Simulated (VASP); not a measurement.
# CuO (P-6m2) in VASP: notebook, part 2 of 2

VASP 6.6.1.

## 3. Single point, LDA+U

This run uses another cell than the first one, of 9.64 Å³/atom.

The input, INCAR:

```
SYSTEM = CuO
PREC     = Accurate       ! precision mode
ENCUT    = 520            ! plane-wave cutoff, eV
EDIFF    = 1E-6           ! SCF threshold, eV
ISMEAR   = -1             ! smearing method
SIGMA    = 0.05           ! smearing width, eV
LREAL    = .FALSE.        ! projectors in reciprocal space
LASPH    = .TRUE.         ! aspherical terms in the spheres
NELM     = 150            ! most SCF steps
ALGO     = Normal         ! electronic algorithm
ISIF     = 2              ! what is computed and relaxed
LWAVE    = .FALSE.        ! write WAVECAR
LCHARG   = .TRUE.         ! write CHGCAR
LMAXMIX  = 4              ! l up to which the mixer works
LDAU     = .TRUE.         ! DFT+U
LDAUTYPE = 2            
LDAUL    = 2 -1           ! shell
LDAUU    = 4.5 0          ! U, eV
LDAUJ    = 0 0          
LDAUPRINT= 1            
GGA      = CA             ! functional
LELF     = .TRUE.         ! ELF
LVHAR    = .TRUE.       
NBANDS   = 16             ! bands
```

The input, KPOINTS:

```
regular mesh
0
G
  11 11 10
  0 0 0
```

The input, POSCAR:

```
CuO
1.0
    2.8363251100      0.0000000000      0.0000000000
   -1.4181625500      2.4563296000      0.0000000000
    0.0000000000      0.0000000000      2.7681127800
Cu O
1 1
Direct
    0.0000000000      0.0000000000      0.0000000000
    0.6666666667      0.3333333333      0.5000000000
```

Potentials or basis: VASP PAW LDA potentials, release 64 (Cu, O).

On the command line:

```sh
cat potpaw_LDA.64/Cu/POTCAR potpaw_LDA.64/O/POTCAR > POTCAR
mpirun -np 1 vasp_std > vasp.out
```

OUTCAR:

```text
SYSTEM = CuO
   PREC = Accurate
   ENCUT = 520
   EDIFF = 1E-6
   ISMEAR = -1
   LREAL = .FALSE.
   LASPH = .TRUE.
   NELM = 150
   ISIF = 2
   GGA = CA

 ion  position               nearest neighbor table
   1  0.000  0.000  0.000-   2 2.14   2 2.14   2 2.14   2 2.14   2 2.14   2 2.14
   2  0.667  0.333  0.500-   1 2.14   1 2.14   1 2.14   1 2.14   1 2.14   1 2.14

  LATTYP: Found a hexagonal cell.
 ALAT       =     2.8363251100
 C/A-ratio  =     0.9759504544

  Lattice vectors:

 A1 = (   2.8363251100,   0.0000000000,   0.0000000000)
 A2 = (  -1.4181625500,   2.4563296000,   0.0000000000)
 A3 = (   0.0000000000,   0.0000000000,   2.7681127800)

Analysis of symmetry for initial positions (statically):
=====================================================================
 Subroutine PRICEL returns:
 Original cell was already a primitive cell.

 Routine SETGRP: Setting up the symmetry group for a
 hexagonal supercell.

 Subroutine GETGRP returns: Found 12 space group operations
 (whereof 12 operations were pure point group operations)
 out of a pool of 24 trial point group operations.

The static configuration has the point symmetry D_3h.

Analysis of symmetry for dynamics (positions and initial velocities):
=====================================================================
 Subroutine PRICEL returns:
 Original cell was already a primitive cell.

 Routine SETGRP: Setting up the symmetry group for a
 hexagonal supercell.

 Subroutine GETGRP returns: Found 12 space group operations
 (whereof 12 operations were pure point group operations)
 out of a pool of 24 trial point group operations.

The dynamic configuration has the point symmetry D_3h.
[... 167 lines left out ...]
  o =  0.9610  v =  0.0000  0.0000  0.0000  0.0000  0.0000  0.9724  0.0000  0.0000 -0.0000 -0.2332      0.0000  0.0000  0.0000  0.0000  0.0000  0.0000  0.0000  0.0000  0.0000  0.0000
  o =  0.9610  v =  0.9724  0.0000  0.0000 -0.0000 -0.2332  0.0000  0.0000  0.0000  0.0000  0.0000      0.0000  0.0000  0.0000  0.0000  0.0000  0.0000  0.0000  0.0000  0.0000  0.0000
  o =  0.9610  v = -0.2332  0.0000  0.0000 -0.0000 -0.9724  0.0000  0.0000  0.0000  0.0000  0.0000      0.0000  0.0000  0.0000  0.0000  0.0000  0.0000  0.0000  0.0000  0.0000  0.0000
  o =  0.9610  v =  0.0000  0.0000  0.0000  0.0000  0.0000 -0.2332  0.0000  0.0000 -0.0000 -0.9724      0.0000  0.0000  0.0000  0.0000  0.0000  0.0000  0.0000  0.0000  0.0000  0.0000
  o =  0.9663  v =  0.0000  0.0000  0.0000  0.0000  0.0000 -0.0000  0.0000  1.0000 -0.0000  0.0000      0.0000  0.0000  0.0000  0.0000  0.0000  0.0000  0.0000  0.0000  0.0000  0.0000
  o =  0.9663  v = -0.0000  0.0000  1.0000 -0.0000  0.0000  0.0000  0.0000  0.0000  0.0000  0.0000      0.0000  0.0000  0.0000  0.0000  0.0000  0.0000  0.0000  0.0000  0.0000  0.0000

 number of electron      17.0000005 magnetization

 Free energy of the ion-electron system (eV)
  ---------------------------------------------------
  ext. energy  EPLUGINS =         0.00000000
  ---------------------------------------------------
  free energy    TOTEN  =        -9.37690883 eV

  energy without entropy =       -9.35692399  energy(sigma->0) =       -9.36691641

 E-fermi :   4.8310     XC(G=0): -12.8086

 val. band max:        4.8260192539   @ k =   0.0909   0.0909   0.3000
 cond. band min:       4.8323797724   @ k =   0.3636   0.0000   0.3000
 fundamental gap:      0.0063605185
 Fermi energy:         4.8309822193

 k-point     1 :       0.0000    0.0000    0.0000
  band No.  band energies     occupation
      1     -13.7029      2.00000
      2       0.9327      2.00000
      3       0.9327      2.00000
      4       0.9894      2.00000
      5       2.6173      2.00000
      6       2.7146      2.00000
[... 433 lines left out ...]
      3       0.8680      2.00000
      4       1.2419      2.00000
      5       1.5530      2.00000
      6       2.5297      2.00000
[... 8 lines left out ...]
     15      28.2021      0.00000
     16      30.3001      0.00000

 [... further k-points ...]

------------------------ aborting loop because EDIFF is reached ----------------------------------------

  FORCE on cell =-STRESS in cart. coord.  units (eV):
  Direction    XX          YY          ZZ          XY          YZ          ZX
  --------------------------------------------------------------------------------------
  -------------------------------------------------------------------------------------
  Total       -1.6508293     -1.6508293     -3.4409969     -0.0000000      0.0000000      0.0000000
  in kB     -137.1470034   -137.1470035   -285.8698973     -0.0000003      0.0000000      0.0000000
  external PRESSURE =    -186.7213014 kB  Pullay stress =       0.0000000 kB

 VOLUME and BASIS-vectors are now :
 -----------------------------------------------------------------------------
  energy-cutoff  :      520.00
  volume of cell :       19.29
      direct lattice vectors                 reciprocal lattice vectors
     2.836325110  0.000000000  0.000000000     0.352568892  0.203555744  0.000000000
    -1.418162550  2.456329600  0.000000000     0.000000000  0.407111489  0.000000000
     0.000000000  0.000000000  2.768112780     0.000000000  0.000000000  0.361256957

 POSITION                                       TOTAL-FORCE (eV/Angst)
 -----------------------------------------------------------------------------------
      0.00000      0.00000      0.00000         0.000000     -0.000000      0.000000
      1.41816      0.81878      1.38406        -0.000000      0.000000      0.000000
 -----------------------------------------------------------------------------------
    total drift:                               -0.000000      0.000000      0.000000

  FREE ENERGIE OF THE ION-ELECTRON SYSTEM (eV)
  ---------------------------------------------------
  free  energy   TOTEN  =        -9.3769088262 eV

  energy  without entropy=       -9.3569239884  energy(sigma->0) =       -9.36691641
```

OSZICAR:

```text
N       E                     dE             d eps       ncg     rms          rms(c)
DAV:   1     0.901154831689E+02    0.90115E+02   -0.83119E+03  3328   0.170E+03
DAV:   2    -0.604527688084E+01   -0.96161E+02   -0.85954E+02  3296   0.291E+02
DAV:   3    -0.111775631626E+02   -0.51323E+01   -0.47800E+01  3624   0.669E+01
DAV:   4    -0.112290343718E+02   -0.51471E-01   -0.51446E-01  3480   0.661E+00
DAV:   5    -0.112297226880E+02   -0.68832E-03   -0.68830E-03  4008   0.805E-01    0.945E+00
DAV:   6    -0.109478395646E+02    0.28188E+00   -0.70549E+00  4152   0.108E+02    0.899E+00
DAV:   7    -0.938472656183E+01    0.15631E+01   -0.27076E+00  3904   0.742E+01    0.126E+00
DAV:   8    -0.938744284881E+01   -0.27163E-02   -0.20125E-01  3176   0.446E+00    0.717E-01
DAV:   9    -0.937687627958E+01    0.10567E-01   -0.79588E-03  4792   0.309E+00    0.865E-02
DAV:  10    -0.937689355051E+01   -0.17271E-04   -0.92064E-04  4616   0.542E-01    0.323E-02
DAV:  11    -0.937691121501E+01   -0.17665E-04   -0.56983E-05  4408   0.146E-01    0.147E-02
DAV:  12    -0.937690937912E+01    0.18359E-05   -0.10807E-05  4424   0.944E-02    0.624E-03
DAV:  13    -0.937690882617E+01    0.55295E-06   -0.97009E-07  1768   0.499E-02
   1 F= -.93769088E+01 E0= -.93669164E+01  d E =-.199848E-01
```

It took 38 s on 1 thread of Intel Xeon 8259CL, shared host; peak memory 0.15 GiB.

What came out:

```
Free energy            : -9.3769 eV
Pressure               : -18.7 GPa
Band gap on the k mesh : zero (an odd number of electrons rules out a gap without spin polarisation)
```

Eigenvalues of the final occupation matrices:
```csv
site,spin,trace,eigenvalues
site 1 d,1,4.66,0.88 0.88 0.96 0.96 0.97
site 1 d,2,4.66,0.88 0.88 0.96 0.96 0.97
```

Caveat: the stress differs along the axes, from -29 to -14 GPa; an odd number of electrons without spin polarisation forces a metal; a magnetic or distorted state may lie lower; U without spin polarisation on a metal has little footing.

## 4. Relaxation of cell and atoms, LDA

This run uses another cell than the first one, of 9.64 Å³/atom.

The input, INCAR:

```
ALGO = Normal
EDIFF = 1E-7
EDIFFG = -0.01
ENCUT = 600
GGA = CA
IBRION = 2
ISIF = 3
ISMEAR = -1
LASPH = T
LCHARG = F
LREAL = F
LWAVE = F
NELM = 60
NSW = 60
PREC = Accurate
SIGMA = 0.05
```

The input, KPOINTS:

```
k-points
0
Gamma
  11 11 10
```

POSCAR is that of step 3.

On the command line:

```sh
cat potpaw_LDA.64/Cu/POTCAR potpaw_LDA.64/O/POTCAR > POTCAR
mpirun -np 1 vasp_std > vasp.out
```

It took 2.9 min on 1 thread of Intel Xeon 8259CL, shared host; peak memory 0.16 GiB.

Results (log left out):

| Property | Result |
| --- | --- |
| Free energy | -11.0320 eV |
| Relaxed volume | 8.88 Å³/atom |
| Relaxed cell | a = 2.798 Å, b = 2.798 Å, c = 2.620 Å, α = 90.00°, β = 90.00°, γ = 120.00° |
| Space group after relaxing (to 0.1 Å) | P-6m2 (No. 187) |
| Energy gained by relaxing | 52.5 meV/atom |
| Ionic steps | 9 |
| Pressure after relaxing | 0.0 GPa |
| Band gap on the k mesh | zero (an odd number of electrons rules out a gap without spin polarisation) |

Step by step:
```
step  energy change (eV)  largest force (eV/Å)  pressure (GPa)  volume (Å³)
   1              0.0000                0.0000          -15.98        19.29
   2             -0.0578                0.0000           15.38        16.71
   3             -0.1024                0.0000            0.62        17.66
   4             -0.1024                0.0000            1.05        17.63
   5             -0.1047                0.0000            0.61        17.69
   6             -0.1050                0.0000            0.36        17.73
   7             -0.1050                0.0000            0.34        17.73
   8             -0.1050                0.0000           -0.31        17.78
   9             -0.1050                0.0000            0.00        17.76
```

Final structure:
```
Cu O
1.0
     2.79753    0.00000    0.00000
    -1.39876    2.42273    0.00000
     0.00000    0.00000    2.62040
Cu O
1 1
Cartesian
  0.0000 0.0000 0.0000
  1.3988 0.8076 1.3102
```

Levels at points of the mesh, in eV from the Fermi level:
| k point | band 5 | band 6 | band 7 | band 8 | band 9 | band 10 | band 11 | band 12 |
| --- | --- | --- | --- | --- | --- | --- | --- | --- |
| (0.00, 0.00, 0.00) | -2.61 | -1.94 | -1.94 | -0.13 | -0.13 | 1.51 | 15.73 | 16.36 |
| (0.00, 0.00, 0.50) | -2.46 | -2.46 | -1.45 | -0.28 | -0.28 | 7.76 | 7.81 | 21.49 |

Caveat: an odd number of electrons without spin polarisation forces a metal; a magnetic or distorted state may lie lower; semilocal functionals often make such compounds metallic where correlation or magnetic order opens a gap, which also shifts bond lengths. With open d or f shells a metallic result of LDA can be an artefact of self-interaction; +U or a hybrid may open a gap.

## 5. Summary

```csv
task,level,potentials or basis,U,cell,cutoff (eV),gap on the mesh (eV),pressure (GPa)
single point,PBEsol+U,"VASP PAW PBE potentials, release 64 (Cu, O)",Cu d U = 5.3 eV,"a = 2.860, b = 2.860, c = 2.651 Å, angles 90.0, 90.0, 120.0°, 2 atoms",520,none,-7.3
single point,LDA+U,"VASP PAW LDA potentials, release 64 (Cu, O)",Cu d U = 4.5 eV,"a = 2.836, b = 2.836, c = 2.768 Å, angles 90.0, 90.0, 120.0°, 2 atoms",520,none,-18.7
relaxation of cell and atoms,LDA,"VASP PAW LDA potentials, release 64 (Cu, O)",-,"relaxed from a = 2.836, b = 2.836, c = 2.768 Å, angles 90.0, 90.0, 120.0°, 2 atoms",600,none,0.0
```

Alike in all rows: no spin polarisation; k mesh 11 × 11 × 10; smearing fermi-dirac 0.05 eV.

Caveats: an odd number of electrons without spin polarisation forces a metal; a magnetic or distorted state may lie lower; U without spin polarisation on a metal has little footing (at least some runs); the cell stands under tension (at least some runs); the PAW data sets were made with another functional, which shifts forces and pressure a little (at least some runs); the stress differs along the axes, from -29 to -14 GPa (at least some runs); semilocal functionals often make such compounds metallic where correlation or magnetic order opens a gap, which also shifts bond lengths (at least some runs).

Total energies depend on the potentials used, so only differences within one code and one set of settings carry meaning.
